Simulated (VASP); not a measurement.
Here is a VASP 6.6.1 calculation.

File INCAR:

```
SYSTEM = B
PREC = Accurate ; ENCUT = 600
EDIFF = 1E-6 ; ISMEAR = 0
SIGMA = 0.1 ; LREAL = .FALSE.
LASPH = .TRUE. ; NELM = 80
ALGO = Normal ; ISIF = 3
LWAVE = .FALSE. ; LCHARG = .FALSE.
GGA = PE ; IBRION = 2
NSW = 90 ; EDIFFG = -0.04
```

File KPOINTS:

```
Automatic mesh
0
G
  10 10 10
  0 0 0
```

Contents of POSCAR:

```
B
1.0
   -1.0608405422      1.0608405422      1.6139141281
    1.0608405422     -1.0608405422      1.6139141281
    1.0608405422      1.0608405422     -1.6139141281
B
1
Direct
    0.0000000000      0.0000000000      0.0000000000
```

Potentials or basis: VASP PAW PBE potentials, release 64 (B).

Command:

```sh
$ cat potpaw_PBE.64/B/POTCAR > POTCAR
$ mpirun -np 1 vasp_std > vasp.out
```

Question: What does it give for the relaxed cell?

Answer: a = 2.058 Å, b = 2.058 Å, c = 2.058 Å, α = 122.41°, β = 122.41°, γ = 85.88°.

Question: Predict the space group after relaxing (to 0.05 Å).

Answer: I4/mmm (No. 139).

Step by step:
| step | energy change (eV) | largest force (eV/Å) | pressure (GPa) | volume (Å³) |
| --- | --- | --- | --- | --- |
| 1 | 0.0000 | 0.0000 | -37.29 | 7.27 |
| 2 | -0.1678 | 0.0000 | 15.90 | 5.63 |
| 3 | -0.1845 | 0.0000 | -0.54 | 5.94 |
| 4 | -0.1845 | 0.0000 | -1.65 | 5.97 |
| 5 | -0.1870 | 0.0000 | -0.64 | 5.93 |
| 6 | -0.1871 | 0.0000 | -0.46 | 5.92 |

Caveat: the k points lie up to 0.45 Å⁻¹ apart in the final cell; the volume moved by over 15 % at a fixed basis, so the end points are rough.
